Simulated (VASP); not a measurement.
ZnS:

```xyz
2
Lattice="0.0000 2.7020 2.7020 2.7020 0.0000 2.7020 2.7020 2.7020 0.0000" Properties=species:S:1:pos:R:3 pbc="T T T"
Zn    1.3510    1.3510    1.3510
S     0.0000    0.0000    0.0000
```

Base run:

* Program: VASP 6.6.1
* Functional: revPBE
* Potentials or basis: VASP PAW PBE potentials, release 64 (Zn, S)
* Cutoff: 520 eV
* k mesh: 6 × 6 × 6
* Occupations: gaussian, width 0.01 eV
* Spin: no spin polarisation

Its results: band gap on the k mesh 2.24 eV, direct; pressure 3.6 GPa.

**Question.** The run is repeated on the same cell with these changes: functional from revPBE to PBE. What comes out?

**Answer.** Band gap on the k mesh 2.11 eV, direct; pressure 1.8 GPa.

PBE binds more tightly than revPBE, so the same cell stands under less pressure.

Caveats: the PAW data sets were made with another functional, which shifts forces and pressure a little (some runs).

